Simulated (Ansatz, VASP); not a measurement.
Two plane-wave programs on MgS

POSCAR

```
MgS
1.0
    0.0000000000      2.8308768389      2.8308768389
    2.8308768389      0.0000000000      2.8308768389
    2.8308768389      2.8308768389      0.0000000000
Mg S
1 1
Direct
    0.0000000000      0.0000000000      0.0000000000
    0.2500000000      0.2500000000      0.2500000000
```

File INCAR.step1:

```
PREC = Accurate
ENCUT = 520
EDIFF = 1E-5
ISMEAR = 0
SIGMA = 0.01
LREAL = False
LASPH = True
NELM = 60
ALGO = Normal
ISIF = 2
LWAVE = True
LCHARG = False
GGA = PE
NBANDS = 11
```

INCAR.step2

```
PREC = Accurate
ENCUT = 520
EDIFF = 1E-7
ISMEAR = 0
SIGMA = 0.01
LREAL = False
LASPH = True
NELM = 60
ALGO = Normal
ISIF = 2
LWAVE = False
LCHARG = False
GGA = PE
LHFCALC = True
AEXX = 0.35
PRECFOCK = Normal
ISTART = 1
NBANDS = 11
```

File KPOINTS:

```
Automatic mesh
0
Gamma
  4 4 4
```

Input for Ansatz:

```yaml
crystal:
  lattice:
    - [0.0, 2.8308768389, 2.8308768389]
    - [2.8308768389, 0.0, 2.8308768389]
    - [2.8308768389, 2.8308768389, 0.0]
  atoms:
    - { symbol: Mg, position: [0.0, 0.0, 0.0] }
    - { symbol: S, position: [0.25, 0.25, 0.25] }
kpoints:
  mp_grid: { grid: [4, 4, 4] }
hamiltonian:
  xc: { exchange: pbe, correlation: pbe, exx: { coeff: 0.35 } }
scf:
  occupations: { method: fixed }
  n_extra_bands: 4
output:
  forces: true
  stress: true
  eigenvalues: true
```

Alike in both runs: task single point; functional PBE-based global hybrid; k mesh 4 × 4 × 4; no spin polarisation.

|  | VASP | Ansatz |
| --- | --- | --- |
| version | VASP 6.6.1 | Ansatz 0.2.0 |
| potentials or method | VASP PAW PBE potentials, release 64 (Mg, S) | plane waves |
| plane-wave cutoff (eV) | 520 | 420 |
| occupations | gaussian, width 0.01 eV | fixed |
| valence electrons in the cell | 8 | 16 |

VASP gave:

* gap on the k mesh at the Fermi level (eV): 5.98
* pressure (GPa): -0.7

Task: Which values does Ansatz return?

Result: gap on the k mesh at the Fermi level (eV): 5.96; pressure (GPa): -0.4.

VASP's potentials were made for PBE, not for PBE-based global hybrid. VASP's potentials hold 8 valence electrons a cell and Ansatz's 16, so a difference there can come from the potentials and not from the codes. Ansatz's warnings: stress exchange threshold loose, stress scf threshold loose.

The k mesh is coarse, so the values compare programs but aren't converged.
